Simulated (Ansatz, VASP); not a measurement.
**Cu in VASP and in Ansatz**

The input INCAR:

```
PREC = Accurate
ENCUT = 520
EDIFF = 1E-7
ISMEAR = -1
SIGMA = 0.05
LREAL = False
LASPH = True
NELM = 80
ALGO = Normal
ISIF = 2
LWAVE = False
LCHARG = False
GGA = PS
NBANDS = 30
```

File KPOINTS:

```
regular mesh
0
Gamma
  12 12 4
```

POSCAR

```
Cu
1.0
    2.5640673725      0.0000000000      0.0000000000
   -1.2820336863      2.2205474816      0.0000000000
    0.0000000000      0.0000000000      8.3705356409
Cu
4
Direct
    0.6666666667      0.3333333333      0.7500000000
    0.0000000000      0.0000000000      0.5000000000
    0.3333333333      0.6666666667      0.2500000000
    0.0000000000      0.0000000000      0.0000000000
```

Contents of input.yaml:

```yaml
crystal:
  lattice:
    - [2.5640673725, 0.0, 0.0]
    - [-1.2820336863, 2.2205474816, 0.0]
    - [0.0, 0.0, 8.3705356409]
  atoms:
    - { symbol: Cu, position: [0.6666666667, 0.3333333333, 0.75] }
    - { symbol: Cu, position: [0.0, 0.0, 0.5] }
    - { symbol: Cu, position: [0.3333333333, 0.6666666667, 0.25] }
    - { symbol: Cu, position: [0.0, 0.0, 0.0] }
kpoints:
  mp_grid: { grid: [12, 12, 4] }
scf:
  occupations: { method: fermi_dirac, width: 0.05 }
hamiltonian:
  xc: pbesol
  pseudopotentials: { kind: all_electron, lapw: { basis_error: 0.001 } }
output:
  forces: true
  stress: true
  eigenvalues: true
```

Change from the starting cell: volume scaled by 1.04.

Alike in both runs: task single point; functional PBEsol; k mesh 12 × 12 × 4; occupations fermi-dirac, width 0.05 eV; no spin polarisation.

```csv
,VASP,Ansatz
version,VASP 6.6.1,Ansatz 0.2.0
potentials or method,"VASP PAW PBE potentials, release 64 (Cu), cutoff 520 eV","all-electron LAPW, scalar-relativistic"
```

|  | VASP | Ansatz | Ansatz less VASP |
| --- | --- | --- | --- |
| gap on the k mesh at the Fermi level (eV) | none | none | - |
| pressure (GPa) | -6.8 | -7.5 | -0.71 |
| traceless stress, the component that is largest in VASP (GPa) | -0.36 | -0.32 | +0.037 |

VASP's potentials were made for PBE, not for PBEsol. A gap of «none» marks a metal or a gap that the smearing closes. Ansatz ran all-electron here, and VASP with PAW potentials.
